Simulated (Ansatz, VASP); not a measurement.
## Si in VASP and in Ansatz

```xyz
63
Lattice="10.8600 0.0000 0.0000 0.0000 10.8600 0.0000 0.0000 0.0000 10.8600" Properties=species:S:1:pos:R:3 pbc="T T T"
Si    5.3734   -0.0566    0.0566
Si    6.7604    1.3304    1.3636
Si    8.1355    2.7055   -0.0026
Si    9.5025    4.0725    1.3575
Si    8.1441   -0.0035    2.7115
Si    9.5042    1.3552    4.0702
Si    0.0009   -0.0035    0.0035
Si    1.3846    1.3304    1.3514
Si    2.7185    2.7141    0.0035
Si    4.0725    4.0725    1.3575
Si    5.4265    5.4309    0.0035
Si    6.7604    6.8146    1.3514
Si    8.1441    8.1485    0.0035
Si    9.5025    9.5025    1.3575
Si    2.7716   -0.0566    2.6584
Si    4.0786    1.3304    4.0454
Si    5.4265    2.7141    2.7115
Si    6.7852    4.0742    4.0702
Si    8.1355    5.4395    2.7176
Si    9.5008    6.7898    4.0702
Si    5.4265   -0.0035    5.4291
Si    6.7852    1.3552    6.7892
Si    8.1464    2.7164    5.4314
Si    9.5025    4.0725    6.7875
Si    8.1355    0.0026    8.1545
Si    9.5008    1.3552    9.5048
Si    0.0095    5.4395   -0.0026
Si    1.3846    6.8146    1.3636
Si    2.7716    8.2016    0.0566
Si    5.3734    8.2016    2.6584
Si    0.0095    2.7055    2.7176
Si    1.3598    4.0708    4.0702
Si    2.7185    5.4309    2.7115
Si    4.0664    6.8146    4.0454
Si    6.7604    9.5086    4.0454
Si    0.0095    0.0026    5.4205
Si    1.3598    1.3552    6.7858
Si    2.7124    2.7055    5.4205
Si    4.0725    4.0725    6.7875
Si    5.4326    5.4395    5.4205
Si    6.7852    6.7898    6.7858
Si    8.1355    8.1424    5.4205
Si    9.5025    9.5025    6.7875
Si    2.7185   -0.0035    8.1459
Si    4.0664    1.3304    9.5296
Si    5.4326    2.7055    8.1545
Si    6.7852    4.0708    9.5048
Si    8.1464    5.4286    8.1436
Si    9.5042    6.7898    9.5048
Si    0.0009    8.1485    2.7115
Si    1.3846    9.4964    4.0454
Si   -0.0014    5.4286    5.4314
Si    1.3598    6.7898    6.7892
Si    2.7185    8.1485    5.4291
Si    4.0725    9.5025    6.7875
Si   -0.0014    2.7164    8.1436
Si    1.3598    4.0742    9.5048
Si    2.7124    5.4395    8.1545
Si    4.0786    6.8146    9.5296
Si    5.4265    8.1485    8.1459
Si    6.7604    9.4964    9.5296
Si    0.0095    8.1424    8.1545
Si    1.3846    9.5086    9.5296
```

Alike in both runs: functional PBE; k mesh 1 × 1 × 1; occupations fermi-dirac, width 0.05 eV; no spin polarisation.

Ansatz relaxed the structure, and its values are those at the end. VASP's run is a single point on that final structure, the one shown.

|  | VASP | Ansatz |
| --- | --- | --- |
| version | VASP 6.6.1 | Ansatz 0.2.0 |
| potentials or method | VASP PAW PBE potentials, release 64 (Si), cutoff 520 eV | scalar-relativistic, plane waves, PAW |
| valence electrons in the cell | 252 | 252 |

```tsv
	VASP	Ansatz	Ansatz less VASP
rms of the force components (eV/Å)	0.006	0.006	-0.0004
```
